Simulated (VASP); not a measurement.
# SrOs5 (P6/mmm) in VASP: single point with PBE

Aim: the single point of SrOs5 with PBE.

Program: VASP 6.6.1. These are calculated values, not measurements. Logs are shortened: lines on timing, memory, paths and dates and some standing lists are left out, and cuts for length are marked.

## Step 1: The cell of the first run

Symmetry: P6/mmm, No. 191, hexagonal system. Conventional cell: a = 4.304 Å, b = 4.304 Å, c = 6.855 Å, α = 90.00°, β = 90.00°, γ = 120.00°. Within 4.0 Å of Sr (site symmetry 6/mmm) lie 14 Os at 3.07 to 3.43 Å. Os (site symmetry 3m) has 7 Os at 2.49 to 3.24 Å and 3 Sr at 3.07 Å within 3.3 Å. Os (site symmetry 6/mmm) has 12 Os at 2.97 Å and 2 Sr at 3.43 Å within 3.9 Å.

The cell was built from a structure type or drawn by symmetry, and may not be a known phase.

## Step 2: Single point, PBE

INCAR

```
SYSTEM = SrOs5
PREC     = Accurate       ! precision mode
ENCUT    = 520            ! plane-wave cutoff, eV
EDIFF    = 1E-6           ! SCF threshold, eV
ISMEAR   = 0              ! smearing method
SIGMA    = 0.1            ! smearing width, eV
LREAL    = .False.        ! projectors in reciprocal space
LASPH    = .True.         ! aspherical terms in the spheres
NELM     = 60             ! most SCF steps
ALGO     = Normal         ! electronic algorithm
ISIF     = 2              ! what is computed and relaxed
LWAVE    = .False.        ! write WAVECAR
LCHARG   = .False.        ! write CHGCAR
GGA      = PE             ! functional
NBANDS   = 34             ! bands
```

KPOINTS

```
regular mesh
0
Gamma
  6 6 4
  0 0 0
```

POSCAR

```
SrOs5
1.0
    4.3043881300      0.0000000000      0.0000000000
   -2.1521940700      3.7277094700      0.0000000000
    0.0000000000      0.0000000000      6.8546226000
Sr Os
1 5
Direct
    0.0000000000      0.0000000000      0.5000000000
    0.3333333300      0.6666666700      0.7636442500
    0.3333333300      0.6666666700      0.2363557500
    0.6666666700      0.3333333300      0.2363557500
    0.6666666700      0.3333333300      0.7636442500
    0.0000000000      0.0000000000      0.0000000000
```

Potentials or basis: VASP PAW PBE potentials, release 64 (Sr_sv, Os).

Launch:

```
cat potpaw_PBE.64/Sr_sv/POTCAR potpaw_PBE.64/Os/POTCAR > POTCAR
mpirun -np 1 vasp_std > vasp.out
```

OUTCAR:

```text
SYSTEM = SrOs5
   PREC = Accurate
   ENCUT = 520
   EDIFF = 1E-6
   ISMEAR = 0
   LREAL = .False.
   LASPH = .True.
   NELM = 60
   ISIF = 2
   GGA = PE

 ion  position               nearest neighbor table
   1  0.000  0.000  0.500-   2 3.07   3 3.07   4 3.07   5 3.07   4 3.07   5 3.07   2 3.07   3 3.07
                             4 3.07   5 3.07   2 3.07   3 3.07   6 3.43   6 3.43
   2  0.333  0.667  0.764-   5 2.49   5 2.49   5 2.49   6 2.97   6 2.97   6 2.97   1 3.07   1 3.07
                             1 3.07   3 3.24
   3  0.333  0.667  0.236-   4 2.49   4 2.49   4 2.49   6 2.97   6 2.97   6 2.97   1 3.07   1 3.07
                             1 3.07   2 3.24
   4  0.667  0.333  0.236-   3 2.49   3 2.49   3 2.49   6 2.97   6 2.97   6 2.97   1 3.07   1 3.07
                             1 3.07   5 3.24
   5  0.667  0.333  0.764-   2 2.49   2 2.49   2 2.49   6 2.97   6 2.97   6 2.97   1 3.07   1 3.07
                             1 3.07   4 3.24
   6  0.000  0.000  0.000-   2 2.97   3 2.97   4 2.97   5 2.97   4 2.97   5 2.97   2 2.97   3 2.97
                             4 2.97   5 2.97   2 2.97   3 2.97   1 3.43   1 3.43

  LATTYP: Found a hexagonal cell.
 ALAT       =     4.3043881300
 C/A-ratio  =     1.5924731676

  Lattice vectors:

 A1 = (   4.3043881300,   0.0000000000,   0.0000000000)
 A2 = (  -2.1521940700,   3.7277094700,   0.0000000000)
 A3 = (   0.0000000000,   0.0000000000,   6.8546226000)

Analysis of symmetry for initial positions (statically):
=====================================================================
 Subroutine PRICEL returns:
 Original cell was already a primitive cell.

 Routine SETGRP: Setting up the symmetry group for a
 hexagonal supercell.

 Subroutine GETGRP returns: Found 24 space group operations
 (whereof 24 operations were pure point group operations)
 out of a pool of 24 trial point group operations.

The static configuration has the point symmetry D_6h.

Analysis of symmetry for dynamics (positions and initial velocities):
=====================================================================
 Subroutine PRICEL returns:
 Original cell was already a primitive cell.

 Routine SETGRP: Setting up the symmetry group for a
 hexagonal supercell.

 Subroutine GETGRP returns: Found 24 space group operations
 (whereof 24 operations were pure point group operations)
 out of a pool of 24 trial point group operations.

The dynamic configuration has the point symmetry D_6h.

 Subroutine INISYM returns: Found 24 space group operations
 (whereof 24 operations are pure point group operations),
 and found     1 'primitive' translations

----------------------------------------------------------------------------------------

                                     Primitive cell

  volume of cell :     109.9859

  direct lattice vectors                    reciprocal lattice vectors
     4.304388130  0.000000000  0.000000000     0.232321057  0.134130625  0.000000000
    -2.152194070  3.727709470  0.000000000     0.000000000  0.268261249  0.000000000
     0.000000000  0.000000000  6.854622600     0.000000000  0.000000000  0.145886952

  length of vectors
     4.304388130  4.304388134  6.854622600     0.268261250  0.268261249  0.145886952

  position of ions in fractional coordinates (direct lattice)
     0.000000000  0.000000000  0.500000000
     0.333333330  0.666666670  0.763644250
     0.333333330  0.666666670  0.236355750
     0.666666670  0.333333330  0.236355750
     0.666666670  0.333333330  0.763644250
     0.000000000  0.000000000  0.000000000

  ion indices of the primitive-cell ions
   primitive index   ion index
                 1           1
                 2           2
                 3           3
                 4           4
                 5           5
                 6           6

----------------------------------------------------------------------------------------

 KPOINTS: regular mesh

Automatic generation of k-mesh.
 Grid dimensions read from file:
 generate k-points for:    6    6    4

 Generating k-lattice:

  Cartesian coordinates                     Fractional coordinates (reciprocal lattice)
     0.038720176  0.022355104  0.000000000     0.166666667 -0.000000000  0.000000000
     0.000000000  0.044710208  0.000000000     0.000000000  0.166666667  0.000000000
     0.000000000  0.000000000  0.036471738     0.000000000  0.000000000  0.250000000

  Length of vectors
     0.044710208  0.044710208  0.036471738

  Shift w.r.t. Gamma in fractional coordinates (k-lattice)
     0.000000000  0.000000000  0.000000000

 Subroutine IBZKPT returns following result:
 ===========================================

 Found     21 irreducible k-points:

 Following reciprocal coordinates:
            Coordinates               Weight
  0.000000  0.000000  0.000000      1.000000
  0.166667  0.000000  0.000000      6.000000
  0.333333  0.000000  0.000000      6.000000
  0.500000  0.000000  0.000000      3.000000
  0.166667  0.166667  0.000000      6.000000
  0.333333  0.166667  0.000000     12.000000
[... 13 lines left out ...]
  0.333333  0.166667  0.500000     12.000000
  0.333333  0.333333  0.500000      2.000000
   k-points           NKPTS =     21   k-points in BZ     NKDIM =     21   number of bands    NBANDS=     34
   number of dos      NEDOS =    301   number of ions     NIONS =      6
   total plane-waves  NPLWV =  55296
   dimension x,y,z NGX =    32 NGY =   32 NGZ =   54
   dimension x,y,z NGXF=    64 NGYF=   64 NGZF=  108
   ions per type =               1   5
   NGX,Y,Z   is equivalent  to a cutoff of  12.36, 12.36, 13.10 a.u.
   NGXF,Y,Z  is equivalent  to a cutoff of  24.72, 24.72, 26.19 a.u.
 SYSTEM =  SrOs5
   PREC   = accura    normal or accurate (medium, high low for compatibility)
   ISTART =      0    job   : 0-new  1-cont  2-samecut
   ICHARG =      2    charge: 1-file 2-atom 10-const
   ISPIN  =      1    spin polarized calculation?
   LNONCOLLINEAR =      F non collinear calculations
   LSORBIT =      F    spin-orbit coupling
   LASPH  =      T    aspherical Exc in radial PAW
   ENCUT  =  520.0 eV  38.22 Ry    6.18 a.u.   8.00  8.00 12.75*2*pi/ulx,y,z
   NELM   =     60;   NELMIN=  2; NELMDL= -5     # of ELM steps
   EDIFF  = 0.1E-05   stopping-criterion for ELM
   LREAL  =      F    real-space projection
   EDIFFG = 0.1E-04   stopping-criterion for IOM
   NSW    =      0    number of steps for IOM
   IBRION =     -1    ionic relax: 0-MD 1-quasi-New 2-CG
   NFREE  =      0    steps in history (QN), initial steepest desc. (CG)
   ISIF   =      2    stress and relaxation
   ISYM   =      2    0-nonsym 1-usesym 2-fastsym
   POTIM  = 0.5000    time-step for ionic-motion
   TEBEG  =    0.0;   TEEND  =   0.0 temperature during run
   PSTRESS=    0.0 pullay stress
   NELECT =      50.0000    total number of electrons
   NUPDOWN=      -1.0000    fix difference up-down
   EMIN   =  10.00;   EMAX   =-10.00  energy-range for DOS
   EFERMI =   0.00;   METHOD = LEGACY
   ISMEAR =     0;   SIGMA  =   0.10  broadening in eV -4-tet -1-fermi 0-gaus
   EFERMI_NEDOS =   21; number of points for ismear=-14 and -15
   IALGO  =     38    algorithm
   IMIX   =      4    mixing-type and parameters
     AMIX     =   0.40;   BMIX     =  1.00
     AMIX_MAG =   1.60;   BMIX_MAG =  1.00
  volume/ion in A,a.u.               =      18.33       123.70
  Fermi-wavevector in a.u.,A,eV,Ry     =   1.258788  2.378764 21.559063  1.584546
  Thomas-Fermi vector in A             =   2.392380
   LORBIT       =      0    0 simple, 1 ext, 2 COOP (PROOUT), +10 PAW based schemes
   GGA     = PE    functional components
   LHFCALC =     F    Hartree Fock is set to
   AEXX    =    0.0000 exact exchange contribution
   IVDW    =     0    specifies the selected vdW correction
   LEPSILON=     F    determine dielectric tensor
   LRPA    =     F    only Hartree local field effects (RPA)
 non-spin polarized calculation
 Gauss-broadening in eV      SIGMA  =   0.10
  energy-cutoff  :      520.00
  volume of cell :      109.99
 maximum number of plane-waves:      2982
   NGX = 17   NGY = 17   NGZ = 25

 number of electron      49.9999999 magnetization

 Free energy of the ion-electron system (eV)
  ---------------------------------------------------
  ext. energy  EPLUGINS =         0.00000000
  ---------------------------------------------------
  free energy    TOTEN  =       -51.63385478 eV

  energy without entropy =      -51.58096291  energy(sigma->0) =      -51.60740885

 E-fermi :   5.8924     XC(G=0): -12.2519

 val. band max:        5.8921596206   @ k =   0.1667   0.1667   0.5000
 cond. band min:       5.9101979216   @ k =   0.3333   0.0000   0.2500
 fundamental gap:      0.0180383010
 Fermi energy:         5.8923636502

 k-point     1 :       0.0000    0.0000    0.0000
  band No.  band energies     occupation
      1     -27.3131      2.00000
      2      -9.7727      2.00000
      3      -9.5582      2.00000
      4      -9.5582      2.00000
      5      -2.3381      2.00000
      6       0.1559      2.00000
[... 26 lines left out ...]
     33      11.0978      0.00000
     34      11.0978      0.00000

 k-point     2 :       0.1667    0.0000    0.0000
  band No.  band energies     occupation
      1     -27.3099      2.00000
      2      -9.7526      2.00000
      3      -9.6248      2.00000
      4      -9.5723      2.00000
      5      -1.8794      2.00000
      6       0.0664      2.00000
[... 26 lines left out ...]
     33      10.2245      0.00000
     34      10.8906      0.00000

 k-point     3 :       0.3333    0.0000    0.0000
  band No.  band energies     occupation
      1     -27.3037      2.00000
      2      -9.7453      2.00000
      3      -9.7182      2.00000
      4      -9.6005      2.00000
      5      -0.6927      2.00000
      6       0.2515      2.00000
[... 26 lines left out ...]
     33       9.1448      0.00000
     34       9.8023      0.00000
[... 593 lines left out ...]
 k-point    20 :       0.3333    0.1667    0.5000
  band No.  band energies     occupation
      1     -27.3005      2.00000
      2      -9.7680      2.00000
      3      -9.7200      2.00000
      4      -9.6437      2.00000
      5       0.1491      2.00000
      6       0.6218      2.00000
[... 26 lines left out ...]
     33       8.9819      0.00000
     34       9.4280      0.00000

 k-point    21 :       0.3333    0.3333    0.5000
  band No.  band energies     occupation
      1     -27.2991      2.00000
      2      -9.7218      2.00000
      3      -9.7218      2.00000
      4      -9.7164      2.00000
      5       0.1430      2.00000
      6       0.7762      2.00000
[... 26 lines left out ...]
     33       9.0106      0.00000
     34       9.0252      0.00000

------------------------ aborting loop because EDIFF is reached ----------------------------------------

  FORCE on cell =-STRESS in cart. coord.  units (eV):
  Direction    XX          YY          ZZ          XY          YZ          ZX
  --------------------------------------------------------------------------------------
  -------------------------------------------------------------------------------------
  Total       -2.5179385     -2.5179385     -4.1566241      0.0000000     -0.0000000     -0.0000000
  in kB      -36.6790996    -36.6790996    -60.5500214      0.0000000     -0.0000000     -0.0000000
  external PRESSURE =     -44.6360736 kB  Pullay stress =       0.0000000 kB

 VOLUME and BASIS-vectors are now :
 -----------------------------------------------------------------------------
  energy-cutoff  :      520.00
  volume of cell :      109.99
      direct lattice vectors                 reciprocal lattice vectors
     4.304388130  0.000000000  0.000000000     0.232321057  0.134130625  0.000000000
    -2.152194070  3.727709470  0.000000000     0.000000000  0.268261249  0.000000000
     0.000000000  0.000000000  6.854622600     0.000000000  0.000000000  0.145886952

 POSITION                                       TOTAL-FORCE (eV/Angst)
 -----------------------------------------------------------------------------------
      0.00000      0.00000      3.42731         0.000000      0.000000     -0.000000
     -0.00000      2.48514      5.23449        -0.000000      0.000000      2.289648
     -0.00000      2.48514      1.62013        -0.000000     -0.000000     -2.289648
      2.15219      1.24257      1.62013         0.000000     -0.000000     -2.289648
      2.15219      1.24257      5.23449         0.000000      0.000000      2.289648
      0.00000      0.00000      0.00000         0.000000      0.000000     -0.000000
 -----------------------------------------------------------------------------------
    total drift:                               -0.000000      0.000000     -0.000000

  FREE ENERGIE OF THE ION-ELECTRON SYSTEM (eV)
  ---------------------------------------------------
  free  energy   TOTEN  =       -51.6338547841 eV

  energy  without entropy=      -51.5809629123  energy(sigma->0) =      -51.60740885
```

Run time: 50 s. Hardware: 1 thread of Intel Xeon 6975P-C (Granite Rapids), shared host; peak memory 0.25 GiB.

Results:

```
Free energy            : -51.6339 eV
Pressure               : -4.5 GPa
Largest force          : 2.290 eV/Å
Band gap on the k mesh : zero (bands 25 and 26 overlap by 0.49 eV)
```

Forces on the atoms (eV/Å):
```
Sr   0.000  0.000  0.000
Os   0.000  0.000  2.290
Os   0.000  0.000 -2.290
Os   0.000  0.000 -2.290
Os   0.000  0.000  2.290
Os   0.000  0.000  0.000
```

Stress tensor (GPa, compression positive):
```
-3.67  0.00  0.00
 0.00 -3.67  0.00
 0.00  0.00 -6.06
```

Caveat: the cell stands under tension; spin-orbit coupling is left out, which moves the levels of the heavy elements; forces of over 1 eV/Å act on the atoms, so gaps and moduli don't describe the material at rest.
